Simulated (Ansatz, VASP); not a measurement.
**TaN: VASP beside Ansatz**

```xyz
2
Lattice="2.9240 0.0000 0.0000 -1.4620 2.5322 0.0000 0.0000 0.0000 2.8707" Properties=species:S:1:pos:R:3 pbc="T T T"
Ta    0.0000    1.6882    1.4354
N     0.0000    0.0000    0.0000
```

Alike in both runs: task single point; functional PBEsol; k mesh 12 × 12 × 12; occupations gaussian, width 0.1 eV; no spin polarisation.

|  | VASP | Ansatz |
| --- | --- | --- |
| version | VASP 6.6.1 | Ansatz 0.2.0 |
| potentials or method | VASP PAW PBE potentials, release 64 (Ta_pv, N), cutoff 520 eV | scalar-relativistic, plane waves, PAW |
| valence electrons in the cell | 16 | 18 |

```csv
,VASP,Ansatz,Ansatz less VASP
gap on the k mesh at the Fermi level (eV),none,none,-
pressure (GPa),0.8,0.0,-0.85
"traceless stress, the component that is largest in VASP (GPa)",0.19,0.06,-0.138
```

VASP's potentials were made for PBE, not for PBEsol. A gap of «none» marks a metal or a gap that the smearing closes. With one functional, cell and mesh, what is left measures potentials, basis and numerics. VASP's potentials hold 16 valence electrons a cell and Ansatz's 18, so a difference there can come from the potentials and not from the codes.

Neither program's run includes spin-orbit coupling.
